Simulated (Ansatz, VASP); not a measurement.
## One calculation of Sr, two programs

INCAR

```
SYSTEM = Sr
PREC = Accurate
ENCUT = 520
EDIFF = 1E-6
ISMEAR = 0
SIGMA = 0.15
LREAL = .FALSE.
LASPH = .TRUE.
NELM = 100
ALGO = Fast
ISIF = 2
LWAVE = .FALSE.
LCHARG = .FALSE.
GGA = PS
NBANDS = 11
```

File KPOINTS:

```
Automatic mesh
0
G
  16 16 16
  0 0 0
```

File POSCAR:

```
Sr
1.0
   -2.2219312932      2.2219312932      2.8885106811
    2.2219312932     -2.2219312932      2.8885106811
    2.2219312932      2.2219312932     -2.8885106811
Sr
1
Direct
    0.0000000000      0.0000000000      0.0000000000
```

Input for Ansatz:

```yaml
crystal:
  lattice:
    - [-2.2219312932, 2.2219312932, 2.8885106811]
    - [2.2219312932, -2.2219312932, 2.8885106811]
    - [2.2219312932, 2.2219312932, -2.8885106811]
  atoms:
    - { symbol: Sr, position: [0.0, 0.0, 0.0] }
basis:
  ecutwfc: 420
kpoints:
  mp_grid: { grid: [16, 16, 16] }
hamiltonian:
  xc: pbesol
scf:
  occupations: { method: gaussian, width: 0.15 }
output:
  forces: true
  stress: true
  eigenvalues: true
```

Alike in both runs: task single point; functional PBEsol; k mesh 16 × 16 × 16; occupations gaussian, width 0.15 eV; no spin polarisation.

```csv
,VASP,Ansatz
version,VASP 6.6.1,Ansatz 0.2.0
potentials or method,"VASP PAW PBE potentials, release 64 (Sr_sv), cutoff 520 eV","scalar-relativistic, plane waves, PAW"
valence electrons in the cell,10,10
```

```csv
,VASP,Ansatz,Ansatz less VASP
gap on the k mesh at the Fermi level (eV),none,none,-
pressure (GPa),-1.0,-1.0,-0.01
"traceless stress, the component that is largest in VASP (GPa)",0.16,0.16,+0.001
```

VASP's potentials were made for PBE, not for PBEsol. A gap of «none» marks a metal or a gap that the smearing closes. The functional is the same, so the differences come from potentials, cutoffs and numerics.
